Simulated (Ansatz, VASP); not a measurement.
Ti: VASP beside Ansatz

File INCAR:

```
ALGO = Normal
EDIFF = 1E-8
ENCUT = 400
GGA_COMPAT = False
ISIF = 2
ISMEAR = -1
LASPH = True
LCHARG = False
LEFG = True
LREAL = False
LWAVE = False
NBANDS = 12
NELM = 120
PREC = Accurate
SIGMA = 0.05
```

KPOINTS

```
k-points
0
Gamma
  15 15 15
```

Contents of POSCAR:

```
Ti
1.0
    0.0000000000      2.0300000000      1.9691000000
    2.0300000000      0.0000000000      1.9691000000
    2.0300000000      2.0300000000      0.0000000000
Ti
1
Direct
    0.0000000000      0.0000000000      0.0000000000
```

Input for Ansatz:

```yaml
crystal:
  lattice:
    - [0.0, 2.03, 1.9691]
    - [2.03, 0.0, 1.9691]
    - [2.03, 2.03, 0.0]
  atoms:
    - { symbol: Ti, position: [0.0, 0.0, 0.0] }
kpoints:
  mp_grid: { grid: [15, 15, 15] }
scf:
  occupations: { method: fermi_dirac, width: 0.05 }
hamiltonian:
  xc: lda
  pseudopotentials: { kind: all_electron, datasets: crystal }
output:
  forces: true
  stress: true
  eigenvalues: true
  efg: { contact_densities: true }
```

Change from the starting cell: zz strain of -3 %, crystal datasets.

Alike in both runs: task electric field gradients; functional LDA; k mesh 15 × 15 × 15; occupations fermi-dirac, width 0.05 eV; no spin polarisation.

|  | VASP | Ansatz |
| --- | --- | --- |
| version | VASP 6.6.1 | Ansatz 0.2.0 |
| potentials or method | VASP PAW LDA potentials, release 64 (Ti_sv), cutoff 400 eV | all-electron PAW with datasets made for the crystal, scalar-relativistic |

```tsv
	VASP	Ansatz	Ansatz less VASP
pressure (GPa)	-2.4	-1.4	+0.94
traceless stress, the component that is largest in VASP (GPa)	0.83	0.82	-0.011
size of Vzz on the site where it differs most (V/Å²)	1.6	1.7	+0.04
```

LDA's correlation is that of Perdew and Zunger in VASP and of Perdew and Wang (1992) in Ansatz. Ansatz ran all-electron here, and VASP with PAW potentials.
